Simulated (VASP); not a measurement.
# FePt (P4/mmm) in VASP: further runs, part 2 of 2

VASP 6.6.1. The steps go on from the part before.

## (3) Single point, PBEsol+D3(BJ), collinear spin, ferromagnetic start

This run uses another cell than the first one, of 13.08 Å³/atom.

Contents of INCAR:

```
ALGO = Normal ; EDIFF = 1E-7
ENCUT = 520 ; GGA = PS
ISIF = 2 ; ISMEAR = -1
ISPIN = 2 ; IVDW = 12
LASPH = True ; LCHARG = False
LMAXMIX = 4 ; LORBIT = 11
LREAL = False ; LWAVE = False
MAGMOM = 0 3 ; NBANDS = 20
NELM = 150 ; PREC = Accurate
SIGMA = 0.05
```

Contents of KPOINTS:

```
k-points
0
Gamma
  10 10 7
```

Contents of POSCAR:

```
FePt
1.0
    2.6714380427      0.0000000000      0.0000000000
    0.0000000000      2.6714380427      0.0000000000
    0.0000000000      0.0000000000      3.6642631679
Pt Fe
1 1
Direct
    0.5000000000      0.5000000000      0.5000000000
    0.0000000000      0.0000000000      0.0000000000
```

Potentials or basis: VASP PAW PBE potentials, release 64 (Pt, Fe).

Started as:

```console
> cat potpaw_PBE.64/Pt/POTCAR potpaw_PBE.64/Fe/POTCAR > POTCAR
> mpirun -np 1 vasp_std > vasp.out
```

OUTCAR:

```text
EDIFF = 1E-7
   ENCUT = 520
   GGA = PS
   ISIF = 2
   ISMEAR = -1
   ISPIN = 2
   IVDW = 12
   LASPH = True
   LORBIT = 11
   LREAL = False
   NELM = 150
   PREC = Accurate
 IVDW          = 12

 ion  position               nearest neighbor table
   1  0.500  0.500  0.500-   2 2.63   2 2.63   2 2.63   2 2.63   2 2.63   2 2.63   2 2.63   2 2.63

   2  0.000  0.000  0.000-   1 2.63   1 2.63   1 2.63   1 2.63   1 2.63   1 2.63   1 2.63   1 2.63

  LATTYP: Found a simple tetragonal cell.
 ALAT       =     2.6714380427
 C/A-ratio  =     1.3716444512

  Lattice vectors:

 A1 = (   2.6714380427,   0.0000000000,   0.0000000000)
 A2 = (   0.0000000000,   2.6714380427,   0.0000000000)
 A3 = (   0.0000000000,   0.0000000000,   3.6642631679)

Analysis of symmetry for initial positions (statically):
=====================================================================
 Subroutine PRICEL returns:
 Original cell was already a primitive cell.

 Routine SETGRP: Setting up the symmetry group for a
 simple tetragonal supercell.

 Subroutine GETGRP returns: Found 16 space group operations
 (whereof 16 operations were pure point group operations)
 out of a pool of 16 trial point group operations.

The static configuration has the point symmetry D_4h.

Analysis of symmetry for dynamics (positions and initial velocities):
=====================================================================
 Subroutine PRICEL returns:
 Original cell was already a primitive cell.

 Routine SETGRP: Setting up the symmetry group for a
 simple tetragonal supercell.

 Subroutine GETGRP returns: Found 16 space group operations
 (whereof 16 operations were pure point group operations)
 out of a pool of 16 trial point group operations.

The dynamic configuration has the point symmetry D_4h.

Analysis of structural, dynamic, and magnetic symmetry:
=====================================================================
 Subroutine PRICEL returns:
 Original cell was already a primitive cell.

 Routine SETGRP: Setting up the symmetry group for a
 simple tetragonal supercell.

 Subroutine GETGRP returns: Found 16 space group operations
 (whereof 16 operations were pure point group operations)
 out of a pool of 16 trial point group operations.

The overall configuration has the point symmetry D_4h.

 Subroutine INISYM returns: Found 16 space group operations
 (whereof 16 operations are pure point group operations),
 and found     1 'primitive' translations

----------------------------------------------------------------------------------------

                                     Primitive cell

  volume of cell :      26.1503

  direct lattice vectors                    reciprocal lattice vectors
     2.671438043  0.000000000  0.000000000     0.374330224  0.000000000  0.000000000
     0.000000000  2.671438043  0.000000000     0.000000000  0.374330224  0.000000000
     0.000000000  0.000000000  3.664263168     0.000000000  0.000000000  0.272906163

  length of vectors
     2.671438043  2.671438043  3.664263168     0.374330224  0.374330224  0.272906163

  position of ions in fractional coordinates (direct lattice)
     0.500000000  0.500000000  0.500000000
     0.000000000  0.000000000  0.000000000
[... 68 lines left out ...]
   PREC   = accura    normal or accurate (medium, high low for compatibility)
   ISTART =      0    job   : 0-new  1-cont  2-samecut
   ICHARG =      2    charge: 1-file 2-atom 10-const
   ISPIN  =      2    spin polarized calculation?
   LNONCOLLINEAR =      F non collinear calculations
   LSORBIT =      F    spin-orbit coupling
   LASPH  =      T    aspherical Exc in radial PAW
   ENCUT  =  520.0 eV  38.22 Ry    6.18 a.u.   4.97  4.97  6.81*2*pi/ulx,y,z
   NELM   =    150;   NELMIN=  2; NELMDL= -5     # of ELM steps
   EDIFF  = 0.1E-06   stopping-criterion for ELM
   LREAL  =      F    real-space projection
   EDIFFG = 0.1E-05   stopping-criterion for IOM
   NSW    =      0    number of steps for IOM
   IBRION =     -1    ionic relax: 0-MD 1-quasi-New 2-CG
   NFREE  =      0    steps in history (QN), initial steepest desc. (CG)
   ISIF   =      2    stress and relaxation
   ISYM   =      2    0-nonsym 1-usesym 2-fastsym
   POTIM  = 0.5000    time-step for ionic-motion
   TEBEG  =    0.0;   TEEND  =   0.0 temperature during run
   PSTRESS=    0.0 pullay stress
   NELECT =      18.0000    total number of electrons
   NUPDOWN=      -1.0000    fix difference up-down
   EMIN   =  10.00;   EMAX   =-10.00  energy-range for DOS
   EFERMI =   0.00;   METHOD = LEGACY
   ISMEAR =    -1;   SIGMA  =   0.05  broadening in eV -4-tet -1-fermi 0-gaus
   EFERMI_NEDOS =   21; number of points for ismear=-14 and -15
   IALGO  =     38    algorithm
   IMIX   =      4    mixing-type and parameters
     AMIX     =   0.40;   BMIX     =  1.00
     AMIX_MAG =   1.60;   BMIX_MAG =  1.00
  volume/ion in A,a.u.               =      13.08        88.24
  Fermi-wavevector in a.u.,A,eV,Ry     =   1.445462  2.731527 28.427478  2.089361
  Thomas-Fermi vector in A             =   2.563641
   LORBIT       =     11    0 simple, 1 ext, 2 COOP (PROOUT), +10 PAW based schemes
   GGA     = PS    functional components
   LHFCALC =     F    Hartree Fock is set to
   AEXX    =    0.0000 exact exchange contribution
   IVDW    =    12    specifies the selected vdW correction
   LEPSILON=     F    determine dielectric tensor
   LRPA    =     F    only Hartree local field effects (RPA)
 spin polarized calculation
  energy-cutoff  :      520.00
  volume of cell :       26.15
 maximum number of plane-waves:       724
 NGX is ok and might be reduce to    20
   NGX =  9   NGY =  9   NGZ = 13

 number of electron      18.0000009 magnetization       3.1951037

 Free energy of the ion-electron system (eV)
  ---------------------------------------------------
  ext. energy  EPLUGINS =         0.00000000
  ---------------------------------------------------
  free energy    TOTEN  =       -16.28323162 eV

  energy without entropy =      -16.27291107  energy(sigma->0) =      -16.27807135

 E-fermi :   9.2961     XC(G=0): -13.5171

 val. band max:        9.2899641586   @ k =   0.4000   0.4000   0.2857
 cond. band min:       9.2974847126   @ k =   0.5000   0.4000   0.1429
 fundamental gap:      0.0075205539
 Fermi energy:         9.2960655787

 spin component 1

 k-point     1 :       0.0000    0.0000    0.0000
  band No.  band energies     occupation
      1      -0.8181      1.00000
      2       2.5026      1.00000
      3       2.6490      1.00000
      4       5.7318      1.00000
      5       5.7318      1.00000
      6       6.3095      1.00000
[... 541 lines left out ...]
     19      32.8938      0.00000
     20      33.2499      0.00000

 [... further k-points ...]

 spin component 2

 k-point     1 :       0.0000    0.0000    0.0000
  band No.  band energies     occupation
      1      -0.6311      1.00000
      2       3.0269      1.00000
      3       3.0600      1.00000
      4       6.7651      1.00000
      5       6.7651      1.00000
      6       8.3995      1.00000
[... 541 lines left out ...]
     19      33.1360      0.00000
     20      33.5422      0.00000

 [... further k-points ...]

------------------------ aborting loop because EDIFF is reached ----------------------------------------

 Edisp (eV)   -1.07509

 E8    (eV) :    -0.7298

  FORCE on cell =-STRESS in cart. coord.  units (eV):
  Direction    XX          YY          ZZ          XY          YZ          ZX
  --------------------------------------------------------------------------------------
  -------------------------------------------------------------------------------------
  Total      -0.04815    -0.04815    -0.03386     0.00000    -0.00000     0.00000
  in kB      -2.94987    -2.94987    -2.07463     0.00000    -0.00000     0.00000
  external pressure =       -2.66 kB  Pullay stress =        0.00 kB

 VOLUME and BASIS-vectors are now :
 -----------------------------------------------------------------------------
  energy-cutoff  :      520.00
  volume of cell :       26.15
      direct lattice vectors                 reciprocal lattice vectors
     2.671438043  0.000000000  0.000000000     0.374330224  0.000000000  0.000000000
     0.000000000  2.671438043  0.000000000     0.000000000  0.374330224  0.000000000
     0.000000000  0.000000000  3.664263168     0.000000000  0.000000000  0.272906163

 POSITION                                       TOTAL-FORCE (eV/Angst)
 -----------------------------------------------------------------------------------
      1.33572      1.33572      1.83213         0.000000      0.000000      0.000000
      0.00000      0.00000      0.00000         0.000000      0.000000      0.000000
 -----------------------------------------------------------------------------------
    total drift:                               -0.000000      0.000000      0.000000

  FREE ENERGIE OF THE ION-ELECTRON SYSTEM (eV)
  ---------------------------------------------------
  free  energy   TOTEN  =       -17.3583264433 eV

  energy  without entropy=      -17.3480058910  energy(sigma->0) =      -17.35316617

 total charge

# of ion       s       p       d       tot
------------------------------------------
    1        0.736   0.735   8.082   9.553
    2        0.433   0.502   6.174   7.109
--------------------------------------------------
tot          1.169   1.237  14.256  16.662

 magnetization (x)

# of ion       s       p       d       tot
------------------------------------------
    1       -0.024  -0.063   0.423   0.335
    2        0.003  -0.005   2.820   2.818
--------------------------------------------------
tot         -0.022  -0.068   3.243   3.153
```

OSZICAR:

```text
N       E                     dE             d eps       ncg     rms          rms(c)
DAV:   1     0.926183510793E+02    0.92618E+02   -0.84430E+03  7200   0.101E+03
DAV:   2    -0.140668030695E+02   -0.10669E+03   -0.94169E+02  6856   0.220E+02
DAV:   3    -0.178872122596E+02   -0.38204E+01   -0.37132E+01  7792   0.474E+01
DAV:   4    -0.179316706821E+02   -0.44458E-01   -0.44422E-01  7556   0.432E+00
DAV:   5    -0.179327920347E+02   -0.11214E-02   -0.11213E-02  8012   0.770E-01    0.188E+01
DAV:   6    -0.186041997381E+02   -0.67141E+00   -0.92863E+00  7480   0.613E+01    0.217E+01
DAV:   7    -0.165001493326E+02    0.21041E+01   -0.76798E+00  8620   0.612E+01    0.972E+00
DAV:   8    -0.163717457861E+02    0.12840E+00   -0.41266E-01  8896   0.871E+00    0.454E+00
DAV:   9    -0.162954830629E+02    0.76263E-01   -0.11863E-01  9668   0.612E+00    0.192E+00
DAV:  10    -0.162837023068E+02    0.11781E-01   -0.24527E-02 10280   0.245E+00    0.691E-01
DAV:  11    -0.162832575134E+02    0.44479E-03   -0.18920E-03  9244   0.529E-01    0.277E-01
DAV:  12    -0.162832279486E+02    0.29565E-04   -0.18530E-04  8708   0.176E-01    0.913E-02
DAV:  13    -0.162832385597E+02   -0.10611E-04   -0.48193E-05  8648   0.817E-02    0.366E-02
DAV:  14    -0.162832317962E+02    0.67634E-05   -0.75917E-06  8716   0.475E-02    0.144E-02
DAV:  15    -0.162832315793E+02    0.21696E-06   -0.11868E-06  9888   0.212E-02    0.456E-03
DAV:  16    -0.162832316226E+02   -0.43267E-07   -0.21255E-07  4632   0.825E-03
   1 F= -.17358326E+02 E0= -.17353166E+02  d E =-.103206E-01  mag=     3.1951
```

stdout:

```text
POSCAR found type information on POSCAR PtFe
 POSCAR found :  2 types and       2 ions
 scaLAPACK will be used
 -----------------------------------------------------------------------------
|                                                                             |
|                                                                             |
|     You enforced a specific xc type in the INCAR file but a different       |
|     I HOPE YOU KNOW WHAT YOU ARE DOING!                                     |
|                                                                             |
 -----------------------------------------------------------------------------

 LDA part: xc-table for (Slater+PW92), standard interpolation
 POSCAR, INCAR and KPOINTS ok, starting setup
 FFT: planning ... GRIDC
 FFT: planning ... GRID_SOFT
 FFT: planning ... GRID
 WAVECAR not read
 entering main loop
```

Wall time 2 min (1 thread of Oxide Virtual Turin-like, shared host); peak memory 0.17 GiB.

Results:

| Item | Value |
| --- | --- |
| Free energy | -17.3583 eV |
| Pressure | -0.3 GPa |
| Net moment | 3.20 μB per cell |
| Site moments | Pt +0.34; Fe +2.82 μB |
| Valence electrons inside the program's atomic spheres | Pt 9.55; Fe 7.11 |
| Dispersion energy per atom | -0.538 eV |

Caveat: the PAW data sets were made with another functional, which shifts forces and pressure a little; spin-orbit coupling is left out, which moves the levels of the heavy elements.

## (4) Single point, PBE+D3(BJ), collinear spin, ferromagnetic start

This run uses another cell than the first one, of 13.60 Å³/atom.

Contents of INCAR:

```
SYSTEM = FePt
  ALGO = Normal
  EDIFF = 1E-7
  ENCUT = 520
  GGA = PE
  ISIF = 2
  ISMEAR = -1
  ISPIN = 2
  IVDW = 12
  LASPH = .True.
  LCHARG = .False.
  LMAXMIX = 4
  LORBIT = 11
  LREAL = .False.
  LWAVE = .False.
  MAGMOM = 0 3
  NBANDS = 20
  NELM = 150
  PREC = Accurate
  SIGMA = 0.05
```

Contents of KPOINTS:

```
k-points
0
Gamma
  10 10 7
  0 0 0
```

Contents of POSCAR:

```
FePt
1.0
    2.7078914936      0.0000000000      0.0000000000
    0.0000000000      2.7078914936      0.0000000000
    0.0000000000      0.0000000000      3.7087040095
Pt Fe
1 1
Direct
    0.5000000000      0.5000000000      0.5000000000
    0.0000000000      0.0000000000      0.0000000000
```

Started as:

```console
> cat potpaw_PBE.64/Pt/POTCAR potpaw_PBE.64/Fe/POTCAR > POTCAR
> mpirun -np 1 vasp_std > vasp.out
```

Wall time 1.8 min (1 thread of Oxide Virtual Turin-like, shared host); peak memory 0.17 GiB.

The run converged. Its results:

- Free energy: -15.8838 eV
- Pressure: -0.4 GPa
- Net moment: 3.25 μB per cell
- Site moments: Pt +0.33; Fe +2.89 μB
- Valence electrons inside the program's atomic spheres: Pt 9.47; Fe 7.02
- Dispersion energy per atom: -0.544 eV

Stress tensor (GPa, compression positive):
```
-0.46  0.00  0.00
 0.00 -0.46  0.00
 0.00  0.00 -0.35
```

Levels at points of the mesh, in eV from the Fermi level:
Spin up:
| k point | band 9 | band 10 | band 11 | band 12 | band 13 | band 14 |
| --- | --- | --- | --- | --- | --- | --- |
| (0.00, 0.00, 0.00) | -0.52 | -0.38 | -0.38 | 2.24 | 9.87 | 11.78 |
| (0.50, 0.00, 0.00) | -2.15 | -1.66 | 0.18 | 2.09 | 10.51 | 10.63 |
| (0.50, 0.50, 0.00) | -0.46 | 0.58 | 1.62 | 1.62 | 7.75 | 10.22 |
Spin down:
```csv
k point,band 4,band 5,band 6,band 7,band 8,band 9,band 10,band 11,band 12,band 13
"(0.00, 0.00, 0.00)",-2.43,-2.43,-0.85,-0.78,0.56,1.68,1.68,1.69,2.42,10.72
"(0.50, 0.00, 0.00)",-3.55,-2.52,-1.40,-1.25,-0.95,0.51,0.67,2.42,2.59,11.29
"(0.50, 0.50, 0.00)",-4.88,0.97,1.25,1.65,1.73,1.75,1.75,1.75,1.75,8.57
```

Caveat: spin-orbit coupling is left out, which moves the levels of the heavy elements.

## (5) Summary

```csv
level,cell,gap on the mesh (eV),pressure (GPa),moment (μB)
RPBE,"a = 2.760, b = 2.760, c = 3.775 Å, 2 atoms",none,-0.5,3.38
PBEsol+D3(BJ),"a = 2.671, b = 2.671, c = 3.664 Å, 2 atoms",none,-0.3,3.20
PBE+D3(BJ),"a = 2.708, b = 2.708, c = 3.709 Å, 2 atoms",none,-0.4,3.25
```

Alike in all rows: task single point; potentials or basis VASP PAW PBE potentials, release 64 (Pt, Fe); spin collinear, ferromagnetic start; k mesh 10 × 10 × 7; cutoff (eV) 520; smearing fermi-dirac 0.05 eV.

Caveats: spin-orbit coupling is left out, which moves the levels of the heavy elements; the PAW data sets were made with another functional, which shifts forces and pressure a little (at least some runs).

Absolute energies hang on the potentials; compare differences alone.

The gap in the log of VASP goes by the Fermi energy; the results here count the filled bands.